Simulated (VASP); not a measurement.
Wanted: the native input for a VASP 6.6.1 run.

```
Task                   : single point
Functional             : PBEsol
Potentials or basis    : VASP PAW PBE potentials, release 64 (Ca_sv, O)
Cutoff                 : 600 eV
k mesh                 : 6 × 6 × 6
Occupations            : methfessel-paxton, width 0.05 eV
Spin                   : no spin polarisation
Dipole correction      : no
Further INCAR settings : ALGO = Normal; EDIFF = 1e-06; NBANDS = 15
```

The structure of CaO lies in POSCAR:

```
CaO
1.0
    0.0000000000      2.6067317416      2.6067317416
    2.6067317416      0.0000000000      2.6067317416
    2.6067317416      2.6067317416      0.0000000000
Ca O
1 1
Direct
    0.0000000000      0.0000000000      0.0000000000
    0.2500000000      0.2500000000      0.2500000000
```

One way to write it, as run:

INCAR

```
PREC = Accurate ; ENCUT = 600
EDIFF = 1E-6 ; ISMEAR = 1
SIGMA = 0.05 ; LREAL = F
LASPH = T ; NELM = 120
ALGO = Normal ; ISIF = 2
LWAVE = F ; LCHARG = T
GGA = PS ; LELF = T
LVHAR = T ; NBANDS = 15
GGA_COMPAT = F
```

KPOINTS

```
regular mesh
0
Gamma
  6 6 6
```

Potentials or basis: VASP PAW PBE potentials, release 64 (Ca_sv, O).

Command:

```sh
$ cat potpaw_PBE.64/Ca_sv/POTCAR potpaw_PBE.64/O/POTCAR > POTCAR
$ mpirun -np 1 vasp_std > vasp.out
```

It gave:

The pressure is -1.1 GPa and the band gap on the k mesh is 3.20 eV (least direct gap 3.83 eV).

Caveat: the PAW data sets were made with another functional, which shifts forces and pressure a little.

It took 27 s on 1 thread of Intel Xeon 8259CL, with other jobs on the host, peak memory 0.17 GiB.
